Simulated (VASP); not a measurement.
# SnSe (I4/mmm) in VASP: notebook, part 2 of 2

VASP 6.6.1. The steps go on from the part before.

## 3. Single point, PBE+D3(BJ) (strain +0.015 along x and y, +0.030 along z)

File INCAR:

```
ALGO = Normal
EDIFF = 1E-7
ENCUT = 520
GGA = PE
ISIF = 2
ISMEAR = 0
IVDW = 12
LASPH = True
LCHARG = False
LREAL = False
LWAVE = False
NBANDS = 17
NELM = 100
PREC = Accurate
SIGMA = 0.05
```

File KPOINTS:

```
k-points
0
Gamma
  10 10 10
```

File POSCAR:

```
SnSe
1.0
    0.0000000000      3.0336003723      3.0784319049
    3.0336003723      0.0000000000      3.0784319049
    3.0336003723      3.0336003723      0.0000000000
Sn Se
1 1
Direct
    0.0000000000      0.0000000000      0.0000000000
    0.5000000000      0.5000000000      0.5000000000
```

Potentials or basis: VASP PAW PBE potentials, release 64 (Sn_d, Se).

Run with:

```console
cat potpaw_PBE.64/Sn_d/POTCAR potpaw_PBE.64/Se/POTCAR > POTCAR
mpirun -np 1 vasp_std > vasp.out
```

OUTCAR:

```text
EDIFF = 1E-7
   ENCUT = 520
   GGA = PE
   ISIF = 2
   ISMEAR = 0
   IVDW = 12
   LASPH = True
   LREAL = False
   NELM = 100
   PREC = Accurate
 IVDW          = 12

 ion  position               nearest neighbor table
   1  0.000  0.000  0.000-   2 3.03   2 3.03   2 3.03   2 3.03   2 3.08   2 3.08
   2  0.500  0.500  0.500-   1 3.03   1 3.03   1 3.03   1 3.03   1 3.08   1 3.08

  LATTYP: Found a body centered tetragonal cell.
 ALAT       =     4.2901587893
 C/A-ratio  =     1.4351132702

  Lattice vectors:

 A1 = (  -3.0336003723,   0.0000000000,   3.0784319049)
 A2 = (   3.0336003723,   0.0000000000,   3.0784319049)
 A3 = (   0.0000000000,   3.0336003723,  -3.0784319049)

Analysis of symmetry for initial positions (statically):
=====================================================================
 Subroutine PRICEL returns:
 Original cell was already a primitive cell.

 Routine SETGRP: Setting up the symmetry group for a
 body centered tetragonal supercell.

 Subroutine GETGRP returns: Found 16 space group operations
 (whereof 16 operations were pure point group operations)
 out of a pool of 16 trial point group operations.

The static configuration has the point symmetry D_4h.

Analysis of symmetry for dynamics (positions and initial velocities):
=====================================================================
 Subroutine PRICEL returns:
 Original cell was already a primitive cell.

 Routine SETGRP: Setting up the symmetry group for a
 body centered tetragonal supercell.

 Subroutine GETGRP returns: Found 16 space group operations
 (whereof 16 operations were pure point group operations)
 out of a pool of 16 trial point group operations.

The dynamic configuration has the point symmetry D_4h.

 Subroutine INISYM returns: Found 16 space group operations
 (whereof 16 operations are pure point group operations),
 and found     1 'primitive' translations

----------------------------------------------------------------------------------------

                                     Primitive cell

  volume of cell :      56.6600

  direct lattice vectors                    reciprocal lattice vectors
     0.000000000  3.033600372  3.078431905    -0.164820655  0.164820655  0.162420354
     3.033600372  0.000000000  3.078431905     0.164820655 -0.164820655  0.162420354
     3.033600372  3.033600372  0.000000000     0.164820655  0.164820655 -0.162420354

  length of vectors
     4.321975730  4.321975730  4.290158789     0.284098694  0.284098694  0.284098694

  position of ions in fractional coordinates (direct lattice)
     0.000000000  0.000000000  0.000000000
     0.500000000  0.500000000  0.500000000

  ion indices of the primitive-cell ions
   primitive index   ion index
                 1           1
                 2           2

----------------------------------------------------------------------------------------

 KPOINTS: k-points

Automatic generation of k-mesh.
 Grid dimensions read from file:
 generate k-points for:   10   10   10

 Generating k-lattice:

  Cartesian coordinates                     Fractional coordinates (reciprocal lattice)
    -0.016482065  0.016482065  0.016242035     0.100000000  0.000000000  0.000000000
     0.016482065 -0.016482065  0.016242035     0.000000000  0.100000000  0.000000000
     0.016482065  0.016482065 -0.016242035     0.000000000  0.000000000  0.100000000

  Length of vectors
     0.028409869  0.028409869  0.028409869

  Shift w.r.t. Gamma in fractional coordinates (k-lattice)
     0.000000000  0.000000000  0.000000000

 Subroutine IBZKPT returns following result:
 ===========================================

 Found    102 irreducible k-points:

 Following reciprocal coordinates:
            Coordinates               Weight
  0.000000  0.000000  0.000000      1.000000
  0.100000  0.000000  0.000000      8.000000
  0.200000  0.000000  0.000000      8.000000
  0.300000  0.000000  0.000000      8.000000
  0.400000  0.000000  0.000000      8.000000
  0.500000  0.000000  0.000000      4.000000
[... 16 lines left out ...]
  0.300000  0.300000  0.000000      2.000000
  0.400000  0.300000  0.000000      8.000000
 [... further k-points ...]
   k-points           NKPTS =    102   k-points in BZ     NKDIM =    102   number of bands    NBANDS=     17
   number of dos      NEDOS =    301   number of ions     NIONS =      2
   total plane-waves  NPLWV =  32768
   dimension x,y,z NGX =    32 NGY =   32 NGZ =   32
   dimension x,y,z NGXF=    64 NGYF=   64 NGZF=   64
   ions per type =               1   1
   NGX,Y,Z   is equivalent  to a cutoff of  12.31, 12.31, 12.40 a.u.
   NGXF,Y,Z  is equivalent  to a cutoff of  24.62, 24.62, 24.80 a.u.
 SYSTEM =  unknown system
   PREC   = accura    normal or accurate (medium, high low for compatibility)
   ISTART =      0    job   : 0-new  1-cont  2-samecut
   ICHARG =      2    charge: 1-file 2-atom 10-const
   ISPIN  =      1    spin polarized calculation?
   LNONCOLLINEAR =      F non collinear calculations
   LSORBIT =      F    spin-orbit coupling
   LASPH  =      T    aspherical Exc in radial PAW
   ENCUT  =  520.0 eV  38.22 Ry    6.18 a.u.   8.04  8.04  7.98*2*pi/ulx,y,z
   NELM   =    100;   NELMIN=  2; NELMDL= -5     # of ELM steps
   EDIFF  = 0.1E-06   stopping-criterion for ELM
   LREAL  =      F    real-space projection
   EDIFFG = 0.1E-05   stopping-criterion for IOM
   NSW    =      0    number of steps for IOM
   IBRION =     -1    ionic relax: 0-MD 1-quasi-New 2-CG
   NFREE  =      0    steps in history (QN), initial steepest desc. (CG)
   ISIF   =      2    stress and relaxation
   ISYM   =      2    0-nonsym 1-usesym 2-fastsym
   POTIM  = 0.5000    time-step for ionic-motion
   TEBEG  =    0.0;   TEEND  =   0.0 temperature during run
   PSTRESS=    0.0 pullay stress
   NELECT =      20.0000    total number of electrons
   NUPDOWN=      -1.0000    fix difference up-down
   EMIN   =  10.00;   EMAX   =-10.00  energy-range for DOS
   EFERMI =   0.00;   METHOD = LEGACY
   ISMEAR =     0;   SIGMA  =   0.05  broadening in eV -4-tet -1-fermi 0-gaus
   EFERMI_NEDOS =   21; number of points for ismear=-14 and -15
   IALGO  =     38    algorithm
   IMIX   =      4    mixing-type and parameters
     AMIX     =   0.40;   BMIX     =  1.00
     AMIX_MAG =   1.60;   BMIX_MAG =  1.00
  volume/ion in A,a.u.               =      28.33       191.18
  Fermi-wavevector in a.u.,A,eV,Ry     =   1.156981  2.186376 18.212814  1.338604
  Thomas-Fermi vector in A             =   2.293596
   LORBIT       =      0    0 simple, 1 ext, 2 COOP (PROOUT), +10 PAW based schemes
   GGA     = PE    functional components
   LHFCALC =     F    Hartree Fock is set to
   AEXX    =    0.0000 exact exchange contribution
   IVDW    =    12    specifies the selected vdW correction
   LEPSILON=     F    determine dielectric tensor
   LRPA    =     F    only Hartree local field effects (RPA)
 non-spin polarized calculation
 Gauss-broadening in eV      SIGMA  =   0.05
  energy-cutoff  :      520.00
  volume of cell :       56.66
 maximum number of plane-waves:      1552
   NGX = 17   NGY = 17   NGZ = 15

 number of electron      19.9999994 magnetization

 Free energy of the ion-electron system (eV)
  ---------------------------------------------------
  ext. energy  EPLUGINS =         0.00000000
  ---------------------------------------------------
  free energy    TOTEN  =        -8.21198394 eV

  energy without entropy =       -8.21198394  energy(sigma->0) =       -8.21198394

 E-fermi :   5.3972     XC(G=0):  -9.4244

 val. band max:        5.1962201230   @ k =   0.5000   0.0000   0.0000
 cond. band min:       5.6235813086   @ k =   0.5000   0.0000   0.0000
 fundamental gap:      0.4273611855
 Fermi energy:         5.3972336096

 k-point     1 :       0.0000    0.0000    0.0000
  band No.  band energies     occupation
      1     -16.4458      2.00000
      2     -16.4458      2.00000
      3     -16.4444      2.00000
      4     -16.4405      2.00000
      5     -16.4364      2.00000
      6      -8.4378      2.00000
[... 9 lines left out ...]
     16      11.1226      0.00000
     17      13.1448      0.00000
[... 441 lines left out ...]
 k-point    24 :       0.4000    0.3000    0.0000
  band No.  band energies     occupation
      1     -16.4597      2.00000
      2     -16.4437      2.00000
      3     -16.4356      2.00000
      4     -16.4350      2.00000
      5     -16.4316      2.00000
      6      -7.6130      2.00000
[... 9 lines left out ...]
     16      15.7047      0.00000
     17      16.3366      0.00000

 [... further k-points ...]

------------------------ aborting loop because EDIFF is reached ----------------------------------------

 Edisp (eV)   -0.67956

 E8    (eV) :    -0.3064

  FORCE on cell =-STRESS in cart. coord.  units (eV):
  Direction    XX          YY          ZZ          XY          YZ          ZX
  --------------------------------------------------------------------------------------
  -------------------------------------------------------------------------------------
  Total      -0.79729    -0.79729    -1.31533     0.00000     0.00000     0.00000
  in kB     -22.54500   -22.54500   -37.19369     0.00000     0.00000     0.00000
  external pressure =      -27.43 kB  Pullay stress =        0.00 kB

 VOLUME and BASIS-vectors are now :
 -----------------------------------------------------------------------------
  energy-cutoff  :      520.00
  volume of cell :       56.66
      direct lattice vectors                 reciprocal lattice vectors
     0.000000000  3.033600372  3.078431905    -0.164820655  0.164820655  0.162420354
     3.033600372  0.000000000  3.078431905     0.164820655 -0.164820655  0.162420354
     3.033600372  3.033600372  0.000000000     0.164820655  0.164820655 -0.162420354

 POSITION                                       TOTAL-FORCE (eV/Angst)
 -----------------------------------------------------------------------------------
      0.00000      0.00000      0.00000         0.000000     -0.000000      0.000000
      3.03360      3.03360      3.07843        -0.000000      0.000000     -0.000000
 -----------------------------------------------------------------------------------
    total drift:                                0.000000     -0.000000     -0.000000

  FREE ENERGIE OF THE ION-ELECTRON SYSTEM (eV)
  ---------------------------------------------------
  free  energy   TOTEN  =        -8.8915468672 eV

  energy  without entropy=       -8.8915468672  energy(sigma->0) =       -8.89154687
```

OSZICAR:

```text
N       E                     dE             d eps       ncg     rms          rms(c)
DAV:   1     0.131892896756E+03    0.13189E+03   -0.97881E+03  3521   0.141E+03
DAV:   2     0.440188556987E+01   -0.12749E+03   -0.12338E+03  3719   0.344E+02
DAV:   3    -0.808408994222E+01   -0.12486E+02   -0.12384E+02  4145   0.936E+01
DAV:   4    -0.841208958612E+01   -0.32800E+00   -0.32773E+00  4305   0.161E+01
DAV:   5    -0.842159457120E+01   -0.95050E-02   -0.95045E-02  4941   0.268E+00    0.291E+00
DAV:   6    -0.821028682495E+01    0.21131E+00   -0.53712E-01  4922   0.407E+00    0.169E+00
DAV:   7    -0.820965491978E+01    0.63191E-03   -0.88452E-02  4024   0.130E+00    0.888E-01
DAV:   8    -0.821216275228E+01   -0.25078E-02   -0.99234E-03  4142   0.866E-01    0.136E-01
DAV:   9    -0.821188293836E+01    0.27981E-03   -0.16284E-03  4792   0.309E-01    0.594E-02
DAV:  10    -0.821197648314E+01   -0.93545E-04   -0.21025E-04  4114   0.817E-02    0.134E-02
DAV:  11    -0.821198354776E+01   -0.70646E-05   -0.17465E-05  4546   0.362E-02    0.259E-03
DAV:  12    -0.821198399370E+01   -0.44594E-06   -0.14807E-06  4461   0.121E-02    0.117E-03
DAV:  13    -0.821198394341E+01    0.50292E-07   -0.97372E-08  3619   0.245E-03
   1 F= -.88915469E+01 E0= -.88915469E+01  d E =-.109350E-10
```

stdout:

```text
POSCAR found type information on POSCAR SnSe
 POSCAR found :  2 types and       2 ions
 scaLAPACK will be used
 LDA part: xc-table for (Slater+PW92), standard interpolation
 POSCAR, INCAR and KPOINTS ok, starting setup
 FFT: planning ... GRIDC
 FFT: planning ... GRID_SOFT
 FFT: planning ... GRID
 WAVECAR not read
 entering main loop
```

Wall time 26 s (1 thread of Intel Xeon 6975P-C (Granite Rapids), shared host); peak memory 0.25 GiB.

Results:

```yaml
Free_energy: -8.8915 eV
Pressure: -2.7 GPa
Band_gap_on_the_k_mesh: 0.43 eV
Dispersion_energy_per_atom: -0.340 eV
```

Stress tensor (GPa, compression positive):
```
-2.25  0.00  0.00
 0.00 -2.25  0.00
 0.00  0.00 -3.72
```

Caveat: the cell differs from its parent crystal (strain +0.015 along x and y, +0.030 along z); semilocal functionals underestimate gaps, and a narrow one can read as zero; spin-orbit coupling is left out, which moves the levels of the heavy elements. A k mesh can miss the band edges.

## 4. Single point, PBE+D3(BJ) (strain +0.030 along x and y, +0.015 along z)

File INCAR:

```
SYSTEM = SnSe
ALGO = Normal
EDIFF = 1E-6
ENCUT = 520
GGA = PE
ISIF = 2
ISMEAR = 0
IVDW = 12
LASPH = .True.
LCHARG = .False.
LREAL = .False.
LWAVE = .False.
NBANDS = 17
NELM = 100
PREC = Accurate
SIGMA = 0.05
```

File KPOINTS:

```
k-points
0
Gamma
  10 10 10
  0 0 0
```

File POSCAR:

```
SnSe
1.0
    0.0000000000      3.0784319049      3.0336003723
    3.0784319049      0.0000000000      3.0336003723
    3.0784319049      3.0784319049      0.0000000000
Sn Se
1 1
Direct
    0.0000000000      0.0000000000      0.0000000000
    0.5000000000      0.5000000000      0.5000000000
```

Potentials or basis: VASP PAW PBE potentials, release 64 (Sn_d, Se).

Run with:

```console
cat potpaw_PBE.64/Sn_d/POTCAR potpaw_PBE.64/Se/POTCAR > POTCAR
mpirun -np 1 vasp_std > vasp.out
```

OUTCAR:

```text
SYSTEM = SnSe
   EDIFF = 1E-6
   ENCUT = 520
   GGA = PE
   ISIF = 2
   ISMEAR = 0
   IVDW = 12
   LASPH = .True.
   LREAL = .False.
   NELM = 100
   PREC = Accurate
 IVDW          = 12

 ion  position               nearest neighbor table
   1  0.000  0.000  0.000-   2 3.03   2 3.03   2 3.08   2 3.08   2 3.08   2 3.08
   2  0.500  0.500  0.500-   1 3.03   1 3.03   1 3.08   1 3.08   1 3.08   1 3.08

  LATTYP: Found a body centered tetragonal cell.
 ALAT       =     4.3535601508
 C/A-ratio  =     1.3936182192

  Lattice vectors:

 A1 = (   0.0000000000,  -3.0784319049,  -3.0336003723)
 A2 = (   0.0000000000,   3.0784319049,  -3.0336003723)
 A3 = (   3.0784319049,   0.0000000000,   3.0336003723)

Analysis of symmetry for initial positions (statically):
=====================================================================
 Subroutine PRICEL returns:
 Original cell was already a primitive cell.

 Routine SETGRP: Setting up the symmetry group for a
 body centered tetragonal supercell.

 Subroutine GETGRP returns: Found 16 space group operations
 (whereof 16 operations were pure point group operations)
 out of a pool of 16 trial point group operations.

The static configuration has the point symmetry D_4h.

[... 163 lines left out ...]
 cond. band min:       5.4187220953   @ k =   0.5000   0.0000   0.0000
 fundamental gap:      0.3686755048
 Fermi energy:         5.2342834118

 k-point     1 :       0.0000    0.0000    0.0000
  band No.  band energies     occupation
      1     -16.6102      2.00000
      2     -16.6063      2.00000
      3     -16.6046      2.00000
      4     -16.6046      2.00000
      5     -16.5984      2.00000
      6      -8.5000      2.00000
[... 457 lines left out ...]
      4     -16.5938      2.00000
      5     -16.5932      2.00000
      6      -7.6590      2.00000
[... 9 lines left out ...]
     16      15.3885      0.00000
     17      16.2792      0.00000

 [... further k-points ...]

------------------------ aborting loop because EDIFF is reached ----------------------------------------

 Edisp (eV)   -0.66981

 E8    (eV) :    -0.3020

  FORCE on cell =-STRESS in cart. coord.  units (eV):
  Direction    XX          YY          ZZ          XY          YZ          ZX
  --------------------------------------------------------------------------------------
  -------------------------------------------------------------------------------------
  Total      -1.33596    -1.33596    -0.81847     0.00000     0.00000     0.00000
  in kB     -37.22685   -37.22685   -22.80674     0.00000     0.00000     0.00000
  external pressure =      -32.42 kB  Pullay stress =        0.00 kB

 VOLUME and BASIS-vectors are now :
 -----------------------------------------------------------------------------
  energy-cutoff  :      520.00
  volume of cell :       57.50
      direct lattice vectors                 reciprocal lattice vectors
     0.000000000  3.078431905  3.033600372    -0.162420354  0.162420354  0.164820655
     3.078431905  0.000000000  3.033600372     0.162420354 -0.162420354  0.164820655
     3.078431905  3.078431905  0.000000000     0.162420354  0.162420354 -0.164820655

 POSITION                                       TOTAL-FORCE (eV/Angst)
 -----------------------------------------------------------------------------------
      0.00000      0.00000      0.00000        -0.000000      0.000000      0.000000
      3.07843      3.07843      3.03360         0.000000     -0.000000      0.000000
 -----------------------------------------------------------------------------------
    total drift:                                0.000000     -0.000000     -0.000000

  FREE ENERGIE OF THE ION-ELECTRON SYSTEM (eV)
  ---------------------------------------------------
  free  energy   TOTEN  =        -8.8759586521 eV

  energy  without entropy=       -8.8759586518  energy(sigma->0) =       -8.87595865
```

Wall time 24 s (1 thread of Intel Xeon 6975P-C (Granite Rapids), shared host); peak memory 0.25 GiB.

Results:

```
Free energy                : -8.8760 eV
Pressure                   : -3.2 GPa
Band gap on the k mesh     : 0.37 eV
Dispersion energy per atom : -0.335 eV
```

Levels at points of the mesh, in eV from the valence-band top:
```tsv
k point	band 7	band 8	band 9	band 10	band 11	band 12	band 13	band 14
(0.00, 0.00, 0.00)	-5.26	-2.16	-2.02	-2.02	3.98	3.98	4.31	5.86
(0.50, 0.00, 0.00)	-7.82	-1.85	-1.82	0.00	0.37	1.21	1.29	8.08
(0.50, 0.50, 0.00)	-6.07	-5.16	-3.44	-3.44	3.14	4.98	4.98	5.74
(0.50, 0.00, 0.50)	-6.02	-5.13	-3.49	-3.33	3.19	4.88	5.22	5.54
```

Caveat: the cell differs from its parent crystal (strain +0.030 along x and y, +0.015 along z); the cell stands under tension; semilocal functionals underestimate gaps, and a narrow one can read as zero; spin-orbit coupling is left out, which moves the levels of the heavy elements. A k mesh can miss the band edges.

## 5. Overview

| cell | gap on the mesh (eV) | pressure (GPa) |
| --- | --- | --- |
| a = 4.259, b = 4.259, c = 4.290 Å, angles 59.8, 59.8, 60.5°, 2 atoms | 0.49 | -1.5 |
| a = 4.322, b = 4.322, c = 4.290 Å, angles 60.2, 60.2, 59.5°, 2 atoms | 0.43 | -2.7 |
| a = 4.322, b = 4.322, c = 4.354 Å, angles 59.8, 59.8, 60.5°, 2 atoms | 0.37 | -3.2 |

Alike in all rows: task single point; level PBE+D3(BJ); potentials or basis VASP PAW PBE potentials, release 64 (Sn_d, Se); no spin polarisation; k mesh 10 × 10 × 10; cutoff (eV) 520; smearing gaussian 0.05 eV.

Caveats: semilocal functionals underestimate gaps, and a narrow one can read as zero; spin-orbit coupling is left out, which moves the levels of the heavy elements; the cell stands under tension (at least some runs).

Absolute energies hang on the potentials; compare differences alone.
